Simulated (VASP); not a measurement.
# HfO2 (Fm-3m) in VASP: notebook

The runs below take HfO2 through single point, with r2SCAN.

All numbers are computed with VASP 6.6.1; they aren't measurements. Logs are shortened: lines on timing, memory, paths and dates and some standing lists are left out, and cuts for length are marked.

## (1) The cell of the first run

Symmetry: Fm-3m, No. 225, cubic system. Conventional cell: a = 5.115 Å, b = 5.115 Å, c = 5.115 Å, α = 90.00°, β = 90.00°, γ = 90.00°. Within 2.9 Å of Hf (site symmetry m-3m) lie 8 O at 2.21 Å. O (site symmetry -43m) has 4 Hf at 2.21 Å and 6 O at 2.56 Å within 2.9 Å.

## (2) Single point, r2SCAN

Input file POSCAR:

```
HfO2
1.0
    0.0000000000      2.5575000000      2.5575000000
    2.5575000000      0.0000000000      2.5575000000
    2.5575000000      2.5575000000      0.0000000000
Hf O
1 2
Direct
    0.0000000000      0.0000000000      0.0000000000
    0.7500000000      0.7500000000      0.7500000000
    0.2500000000      0.2500000000      0.2500000000
```

Input file INCAR.step1:

```
PREC     = Accurate       # precision mode
ENCUT    = 520            # plane-wave cutoff, eV
ISMEAR   = -1             # smearing method
SIGMA    = 0.05           # smearing width, eV
LREAL    = False          # projectors in reciprocal space
LASPH    = True           # aspherical terms in the spheres
NELM     = 80             # most SCF steps
NBANDS   = 18             # bands
GGA      = PE             # functional
ALGO     = Normal         # electronic algorithm
EDIFF    = 1E-4           # SCF threshold, eV
LWAVE    = True           # write WAVECAR
LCHARG   = False          # write CHGCAR
```

Input file INCAR.step2:

```
PREC     = Accurate       # precision mode
ENCUT    = 520            # plane-wave cutoff, eV
EDIFF    = 1E-6           # SCF threshold, eV
ISMEAR   = -1             # smearing method
SIGMA    = 0.05           # smearing width, eV
LREAL    = False          # projectors in reciprocal space
LASPH    = True           # aspherical terms in the spheres
NELM     = 80             # most SCF steps
ALGO     = Normal         # electronic algorithm
ISIF     = 2              # what is computed and relaxed
LWAVE    = False          # write WAVECAR
LCHARG   = False          # write CHGCAR
METAGGA  = R2SCAN         # meta-GGA
LMIXTAU  = True         
NBANDS   = 18             # bands
ISTART   = 1
```

Input file KPOINTS:

```
regular mesh
0
Gamma
  9 9 9
```

Potentials or basis: VASP PAW PBE potentials, release 64 (Hf_pv, O).

The run is started by

```
$ cat potpaw_PBE.64/Hf_pv/POTCAR potpaw_PBE.64/O/POTCAR > POTCAR
$ cp INCAR.step1 INCAR
$ mpirun -np 1 vasp_std > vasp.out
$ cp INCAR.step2 INCAR
$ mpirun -np 1 vasp_std > vasp.out
```

OUTCAR:

```text
PREC = Accurate
   ENCUT = 520
   EDIFF = 1E-6
   ISMEAR = -1
   LREAL = False
   LASPH = True
   NELM = 80
   ISIF = 2
   METAGGA = R2SCAN
   ISTART = 1

 ion  position               nearest neighbor table
   1  0.000  0.000  0.000-   2 2.21   2 2.21   2 2.21   2 2.21   3 2.21   3 2.21   3 2.21   3 2.21

   2  0.750  0.750  0.750-   1 2.21   1 2.21   1 2.21   1 2.21
   3  0.250  0.250  0.250-   1 2.21   1 2.21   1 2.21   1 2.21

  LATTYP: Found a face centered cubic cell.
 ALAT       =     5.1150000000

  Lattice vectors:

 A1 = (   0.0000000000,   2.5575000000,   2.5575000000)
 A2 = (   2.5575000000,   0.0000000000,   2.5575000000)
 A3 = (   2.5575000000,   2.5575000000,   0.0000000000)

Analysis of symmetry for initial positions (statically):
=====================================================================
 Subroutine PRICEL returns:
 Original cell was already a primitive cell.

 Routine SETGRP: Setting up the symmetry group for a
 face centered cubic supercell.

 Subroutine GETGRP returns: Found 48 space group operations
[... 9 lines left out ...]

 Routine SETGRP: Setting up the symmetry group for a
 face centered cubic supercell.

 Subroutine GETGRP returns: Found 48 space group operations
[... 11 lines left out ...]
                                     Primitive cell

  volume of cell :      33.4562

  direct lattice vectors                    reciprocal lattice vectors
     0.000000000  2.557500000  2.557500000    -0.195503421  0.195503421  0.195503421
     2.557500000  0.000000000  2.557500000     0.195503421 -0.195503421  0.195503421
     2.557500000  2.557500000  0.000000000     0.195503421  0.195503421 -0.195503421

  length of vectors
     3.616851186  3.616851186  3.616851186     0.338621859  0.338621859  0.338621859

  position of ions in fractional coordinates (direct lattice)
     0.000000000  0.000000000  0.000000000
     0.750000000  0.750000000  0.750000000
     0.250000000  0.250000000  0.250000000

  ion indices of the primitive-cell ions
   primitive index   ion index
                 1           1
                 2           2
                 3           3

----------------------------------------------------------------------------------------

 KPOINTS: regular mesh

Automatic generation of k-mesh.
 Grid dimensions read from file:
 generate k-points for:    9    9    9

 Generating k-lattice:

  Cartesian coordinates                     Fractional coordinates (reciprocal lattice)
    -0.021722602  0.021722602  0.021722602     0.111111111  0.000000000  0.000000000
     0.021722602 -0.021722602  0.021722602     0.000000000  0.111111111  0.000000000
     0.021722602  0.021722602 -0.021722602     0.000000000  0.000000000  0.111111111

  Length of vectors
     0.037624651  0.037624651  0.037624651

  Shift w.r.t. Gamma in fractional coordinates (k-lattice)
     0.000000000  0.000000000  0.000000000

 Subroutine IBZKPT returns following result:
 ===========================================

 Found     35 irreducible k-points:

 Following reciprocal coordinates:
            Coordinates               Weight
  0.000000  0.000000  0.000000      1.000000
  0.111111  0.000000  0.000000      8.000000
  0.222222  0.000000  0.000000      8.000000
  0.333333  0.000000  0.000000      8.000000
  0.444444  0.000000  0.000000      8.000000
  0.111111  0.111111  0.000000      6.000000
[... 16 lines left out ...]
 -0.333333  0.333333  0.000000     12.000000
  0.444444  0.444444  0.000000      6.000000
 [... further k-points ...]
   k-points           NKPTS =     35   k-points in BZ     NKDIM =     35   number of bands    NBANDS=     18
   number of dos      NEDOS =    301   number of ions     NIONS =      3
   total plane-waves  NPLWV =  21952
   dimension x,y,z NGX =    28 NGY =   28 NGZ =   28
   dimension x,y,z NGXF=    56 NGYF=   56 NGZF=   56
   ions per type =               1   2
   NGX,Y,Z   is equivalent  to a cutoff of  12.87, 12.87, 12.87 a.u.
   NGXF,Y,Z  is equivalent  to a cutoff of  25.74, 25.74, 25.74 a.u.
 SYSTEM =  unknown system
   PREC   = accura    normal or accurate (medium, high low for compatibility)
   ISTART =      1    job   : 0-new  1-cont  2-samecut
   ICHARG =      0    charge: 1-file 2-atom 10-const
   ISPIN  =      1    spin polarized calculation?
   LNONCOLLINEAR =      F non collinear calculations
   LSORBIT =      F    spin-orbit coupling
   LASPH  =      T    aspherical Exc in radial PAW
   ENCUT  =  520.0 eV  38.22 Ry    6.18 a.u.   6.72  6.72  6.72*2*pi/ulx,y,z
   NELM   =     80;   NELMIN=  2; NELMDL=  0     # of ELM steps
   EDIFF  = 0.1E-05   stopping-criterion for ELM
   LREAL  =      F    real-space projection
   EDIFFG = 0.1E-04   stopping-criterion for IOM
   NSW    =      0    number of steps for IOM
   IBRION =     -1    ionic relax: 0-MD 1-quasi-New 2-CG
   NFREE  =      0    steps in history (QN), initial steepest desc. (CG)
   ISIF   =      2    stress and relaxation
   ISYM   =      2    0-nonsym 1-usesym 2-fastsym
   POTIM  = 0.5000    time-step for ionic-motion
   TEBEG  =    0.0;   TEEND  =   0.0 temperature during run
   PSTRESS=    0.0 pullay stress
   NELECT =      22.0000    total number of electrons
   NUPDOWN=      -1.0000    fix difference up-down
   EMIN   =  10.00;   EMAX   =-10.00  energy-range for DOS
   EFERMI =   0.00;   METHOD = LEGACY
   ISMEAR =    -1;   SIGMA  =   0.05  broadening in eV -4-tet -1-fermi 0-gaus
   EFERMI_NEDOS =   21; number of points for ismear=-14 and -15
   IALGO  =     38    algorithm
   IMIX   =      4    mixing-type and parameters
     AMIX     =   0.40;   BMIX     =  1.00
     AMIX_MAG =   1.60;   BMIX_MAG =  1.00
  volume/ion in A,a.u.               =      11.15        75.26
  Fermi-wavevector in a.u.,A,eV,Ry     =   1.423607  2.690227 27.574337  2.026657
  Thomas-Fermi vector in A             =   2.544186
   LORBIT       =      0    0 simple, 1 ext, 2 COOP (PROOUT), +10 PAW based schemes
   METAGGA = R2SCAN    functional components
   LHFCALC =     F    Hartree Fock is set to
   AEXX    =    0.0000 exact exchange contribution
   IVDW    =     0    specifies the selected vdW correction
   LEPSILON=     F    determine dielectric tensor
   LRPA    =     F    only Hartree local field effects (RPA)
 non-spin polarized calculation
  energy-cutoff  :      520.00
  volume of cell :       33.46
 maximum number of plane-waves:       914
   NGX = 13   NGY = 13   NGZ = 13

 number of electron      21.9999993 magnetization

 Free energy of the ion-electron system (eV)
  ---------------------------------------------------
  ext. energy  EPLUGINS =         0.00000000
  ---------------------------------------------------
  free energy    TOTEN  =       -68.49372692 eV

  energy without entropy =      -68.49372692  energy(sigma->0) =      -68.49372692

 E-fermi :   4.6348     XC(G=0): -12.4245

 val. band max:        3.6356946011   @ k =  -0.4444   0.4444   0.0000
 cond. band min:       7.9607119190   @ k =   0.4444   0.4444   0.0000
 fundamental gap:      4.3250173179
 Fermi energy:         4.6347841604

 k-point     1 :       0.0000    0.0000    0.0000
  band No.  band energies     occupation
      1     -27.1017      2.00000
      2     -27.1017      2.00000
      3     -27.1017      2.00000
      4     -15.8765      2.00000
      5     -13.0043      2.00000
      6      -1.5883      2.00000
[... 10 lines left out ...]
     17      14.3428      0.00000
     18      16.1811      0.00000

 k-point     2 :       0.1111    0.0000    0.0000
  band No.  band energies     occupation
      1     -27.1501      2.00000
      2     -27.1069      2.00000
      3     -27.1069      2.00000
      4     -15.7214      2.00000
      5     -13.1306      2.00000
      6      -1.4705      2.00000
[... 10 lines left out ...]
     17      14.1320      0.00000
     18      16.1798      0.00000

 k-point     3 :       0.2222    0.0000    0.0000
  band No.  band energies     occupation
      1     -27.2689      2.00000
      2     -27.1199      2.00000
      3     -27.1199      2.00000
      4     -15.3315      2.00000
      5     -13.4134      2.00000
      6      -1.1632      2.00000
[... 10 lines left out ...]
     17      13.7144      0.00000
     18      16.1747      0.00000

 k-point     4 :       0.3333    0.0000    0.0000
  band No.  band energies     occupation
      1     -27.3983      2.00000
      2     -27.1346      2.00000
      3     -27.1346      2.00000
      4     -14.9185      2.00000
      5     -13.6514      2.00000
      6      -0.8033      2.00000
[... 10 lines left out ...]
     17      13.6519      0.00000
     18      16.1436      0.00000

 k-point     5 :       0.4444    0.0000    0.0000
  band No.  band energies     occupation
      1     -27.4797      2.00000
      2     -27.1441      2.00000
      3     -27.1441      2.00000
      4     -14.7151      2.00000
      5     -13.7108      2.00000
      6      -0.5706      2.00000
[... 10 lines left out ...]
     17      13.3411      0.00000
     18      16.1539      0.00000

 k-point     6 :       0.1111    0.1111    0.0000
  band No.  band energies     occupation
      1     -27.1546      2.00000
      2     -27.1144      2.00000
      3     -27.1144      2.00000
      4     -15.6675      2.00000
      5     -13.1725      2.00000
      6      -1.4619      2.00000
[... 10 lines left out ...]
     17      14.0815      0.00000
     18      16.1788      0.00000

 k-point     7 :       0.2222    0.1111    0.0000
  band No.  band energies     occupation
      1     -27.2428      2.00000
      2     -27.1291      2.00000
      3     -27.1273      2.00000
      4     -15.3484      2.00000
      5     -13.4041      2.00000
      6      -1.2417      2.00000
[... 10 lines left out ...]
     17      13.8067      0.00000
     18      16.1762      0.00000

 k-point     8 :       0.3333    0.1111    0.0000
  band No.  band energies     occupation
      1     -27.3607      2.00000
      2     -27.1480      2.00000
      3     -27.1442      2.00000
      4     -14.9263      2.00000
      5     -13.6606      2.00000
      6      -0.9087      2.00000
[... 10 lines left out ...]
     17      13.9068      0.00000
     18      16.1677      0.00000
[... 229 lines left out ...]
     17      14.5545      0.00000
     18      16.1718      0.00000

 k-point    20 :       0.3333    0.3333    0.0000
  band No.  band energies     occupation
      1     -27.4209      2.00000
      2     -27.1823      2.00000
      3     -27.1823      2.00000
      4     -14.4388      2.00000
      5     -13.9500      2.00000
      6      -1.5381      2.00000
[... 10 lines left out ...]
     17      13.7327      0.00000
     18      16.1757      0.00000

 k-point    21 :       0.4444    0.3333    0.0000
  band No.  band energies     occupation
      1     -27.4629      2.00000
      2     -27.2151      2.00000
      3     -27.1929      2.00000
      4     -14.1676      2.00000
      5     -14.0664      2.00000
      6      -2.0322      2.00000
[... 10 lines left out ...]
     17      15.1754      0.00000
     18      16.1773      0.00000

 k-point    22 :      -0.4444    0.3333    0.0000
  band No.  band energies     occupation
      1     -27.4490      2.00000
      2     -27.2791      2.00000
      3     -27.1900      2.00000
      4     -14.1747      2.00000
      5     -13.9657      2.00000
      6      -2.0473      2.00000
[... 10 lines left out ...]
     17      16.1662      0.00000
     18      16.3329      0.00000

 k-point    23 :      -0.3333    0.3333    0.0000
  band No.  band energies     occupation
      1     -27.3790      2.00000
      2     -27.3502      2.00000
      3     -27.1749      2.00000
      4     -14.2128      2.00000
      5     -13.9590      2.00000
      6      -1.6620      2.00000
[... 10 lines left out ...]
     17      16.0471      0.00000
     18      16.1713      0.00000

 k-point    24 :       0.4444    0.4444    0.0000
  band No.  band energies     occupation
      1     -27.5065      2.00000
      2     -27.2058      2.00000
      3     -27.2058      2.00000
      4     -14.1818      2.00000
      5     -13.9538      2.00000
      6      -2.5354      2.00000
[... 10 lines left out ...]
     17      16.1357      0.00000
     18      16.2365      0.00000

 [... further k-points ...]
[... 5 lines left out ...]
  --------------------------------------------------------------------------------------
  -------------------------------------------------------------------------------------
  Total       -2.5147089     -2.5147089     -2.5147089      0.0000000     -0.0000000      0.0000000
  in kB     -120.4263119   -120.4263119   -120.4263119      0.0000000     -0.0000000      0.0000000
  external PRESSURE =    -120.4263119 kB  Pullay stress =       0.0000000 kB

 VOLUME and BASIS-vectors are now :
 -----------------------------------------------------------------------------
  energy-cutoff  :      520.00
  volume of cell :       33.46
      direct lattice vectors                 reciprocal lattice vectors
     0.000000000  2.557500000  2.557500000    -0.195503421  0.195503421  0.195503421
     2.557500000  0.000000000  2.557500000     0.195503421 -0.195503421  0.195503421
     2.557500000  2.557500000  0.000000000     0.195503421  0.195503421 -0.195503421

 POSITION                                       TOTAL-FORCE (eV/Angst)
 -----------------------------------------------------------------------------------
      0.00000      0.00000      0.00000        -0.000000     -0.000000     -0.000000
      3.83625      3.83625      3.83625         0.000000      0.000000      0.000000
      1.27875      1.27875      1.27875        -0.000000     -0.000000     -0.000000
 -----------------------------------------------------------------------------------
    total drift:                                0.000000      0.000000      0.000000

  FREE ENERGIE OF THE ION-ELECTRON SYSTEM (eV)
  ---------------------------------------------------
  free  energy   TOTEN  =       -68.4937269232 eV

  energy  without entropy=      -68.4937269231  energy(sigma->0) =      -68.49372692
```

Wall time 1.9 min (1 thread of AMD EPYC 7R13 (Zen 3), shared host); peak memory 0.14 GiB.

What came out:

```
Free energy            : -68.4937 eV
Pressure               : -12.0 GPa
Band gap on the k mesh : 4.33 eV, indirect (least direct gap 4.43 eV)
```

Caveat: the PAW data sets were made with another functional, which shifts forces and pressure a little; spin-orbit coupling is left out, which moves the levels of the heavy elements.

## (3) Single point, r2SCAN

This run uses another cell than the first one, of 11.82 Å³/atom, 1.060 times its volume.

Input file POSCAR:

```
HfO2
1.0
    0.0000000000      2.6076597933      2.6076597933
    2.6076597933      0.0000000000      2.6076597933
    2.6076597933      2.6076597933      0.0000000000
Hf O
1 2
Direct
    0.0000000000      0.0000000000      0.0000000000
    0.7500000000      0.7500000000      0.7500000000
    0.2500000000      0.2500000000      0.2500000000
```

Input file INCAR.step1:

```
SYSTEM = HfO2
PREC     = Accurate       ! precision mode
ENCUT    = 520            ! plane-wave cutoff, eV
ISMEAR   = -1             ! smearing method
SIGMA    = 0.05           ! smearing width, eV
LREAL    = .False.        ! projectors in reciprocal space
LASPH    = .True.         ! aspherical terms in the spheres
NELM     = 80             ! most SCF steps
NBANDS   = 18             ! bands
GGA      = PE             ! functional
ALGO     = Normal         ! electronic algorithm
EDIFF    = 1E-4           ! SCF threshold, eV
LWAVE    = .True.         ! write WAVECAR
LCHARG   = .False.        ! write CHGCAR
```

Input file INCAR.step2:

```
SYSTEM = HfO2
PREC     = Accurate       ! precision mode
ENCUT    = 520            ! plane-wave cutoff, eV
EDIFF    = 1E-6           ! SCF threshold, eV
ISMEAR   = -1             ! smearing method
SIGMA    = 0.05           ! smearing width, eV
LREAL    = .False.        ! projectors in reciprocal space
LASPH    = .True.         ! aspherical terms in the spheres
NELM     = 80             ! most SCF steps
ALGO     = Normal         ! electronic algorithm
ISIF     = 2              ! what is computed and relaxed
LWAVE    = .False.        ! write WAVECAR
LCHARG   = .False.        ! write CHGCAR
METAGGA  = R2SCAN         ! meta-GGA
LMIXTAU  = .True.       
NBANDS   = 18             ! bands
ISTART   = 1
```

Input file KPOINTS:

```
Automatic mesh
0
Gamma
  9 9 9
  0 0 0
```

Potentials or basis: VASP PAW PBE potentials, release 64 (Hf_pv, O).

The run is started by

```
$ cat potpaw_PBE.64/Hf_pv/POTCAR potpaw_PBE.64/O/POTCAR > POTCAR
$ cp INCAR.step1 INCAR
$ mpirun -np 1 vasp_std > vasp.out
$ cp INCAR.step2 INCAR
$ mpirun -np 1 vasp_std > vasp.out
```

Wall time 2.1 min (1 thread of AMD EPYC 7R13 (Zen 3), shared host); peak memory 0.14 GiB.

It converged, with:

- Free energy: -68.2698 eV
- Pressure: -23.6 GPa
- Band gap on the k mesh: 4.14 eV, indirect (least direct gap 4.24 eV)

Levels at points of the mesh, in eV from the valence-band top:
| k point | band 8 | band 9 | band 10 | band 11 | band 12 | band 13 | band 14 | band 15 |
| --- | --- | --- | --- | --- | --- | --- | --- | --- |
| (0.00, 0.00, 0.00) | -4.88 | -0.55 | -0.55 | -0.55 | 4.21 | 4.21 | 5.82 | 9.98 |

Caveat: the PAW data sets were made with another functional, which shifts forces and pressure a little; spin-orbit coupling is left out, which moves the levels of the heavy elements. A k mesh can miss the band edges.

[end of part 1 of 2]
